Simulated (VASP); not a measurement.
Here is a VASP 6.6.1 calculation.

INCAR

```
PREC = Accurate
ENCUT = 520
EDIFF = 1E-6
ISMEAR = 1
SIGMA = 0.001
LREAL = F
LASPH = T
NELM = 60
ALGO = Normal
ISIF = 2
LWAVE = F
LCHARG = F
GGA = PE
IVDW = 12
NBANDS = 18
```

The input KPOINTS:

```
regular mesh
0
Gamma
  5 5 5
```

Contents of POSCAR:

```
BAuCl
1.0
    3.6539517182     -0.0000002711      0.0000000000
   -1.8269756243      3.1644151477      0.0000000000
    0.0000000000      0.0000000000      4.6608271493
Au Cl B
1 1 1
Direct
    0.6666666667      0.3333333333      0.5000000000
    0.0000000000      0.0000000000      0.0000000000
    0.3333333333      0.6666666667      0.5000000000
```

Potentials or basis: VASP PAW PBE potentials, release 64 (Au, Cl, B).

Launch:

```console
$ cat potpaw_PBE.64/Au/POTCAR potpaw_PBE.64/Cl/POTCAR potpaw_PBE.64/B/POTCAR > POTCAR
$ mpirun -np 1 vasp_std > vasp.out
```

Estimate the dispersion energy per atom.

-0.288 eV.

What does it give for the pressure?

-0.4 GPa.

Stress tensor (GPa, compression positive):
```
-0.38  0.00  0.00
 0.00 -0.38  0.00
 0.00  0.00 -0.52
```

Caveat: the k points lie up to 0.40 Å⁻¹ apart; three body term missing; an odd number of electrons without spin polarisation forces a metal; a magnetic or distorted state may lie lower; pairwise dispersion overbinds metals, which lowers pressure and volume.
